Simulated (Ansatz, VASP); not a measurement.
AlN: VASP beside Ansatz

```
Al N
1.0
     3.11357    0.00000    0.00000
    -1.55678    2.69643    0.00000
     0.00000    0.00000    4.98314
Al N
2 2
Direct
  0.33333 0.66667 0.99999
  0.66667 0.33333 0.49999
  0.33333 0.66667 0.38201
  0.66667 0.33333 0.88201
```

Alike in both runs: functional PBEsol; k mesh 12 × 12 × 8; occupations gaussian, width 0.02 eV; no spin polarisation.

Ansatz relaxed the structure, and its values are those at the end. VASP's run is a single point on that final structure, the one shown.

|  | VASP | Ansatz |
| --- | --- | --- |
| version | VASP 6.6.1 | Ansatz 0.2.0 |
| potentials or method | VASP PAW PBE potentials, release 64 (Al, N), cutoff 520 eV | scalar-relativistic, plane waves, PAW |
| valence electrons in the cell | 16 | 16 |

```tsv
	VASP	Ansatz	Ansatz less VASP
gap on the k mesh at the Fermi level (eV)	4.11	4.10	-0.017
least direct gap on the mesh (eV)	4.11	4.10	-0.017
pressure (GPa)	0.0	0.0	-0.02
```

VASP's potentials were made for PBE, not for PBEsol, and Ansatz warns of the same on its side.
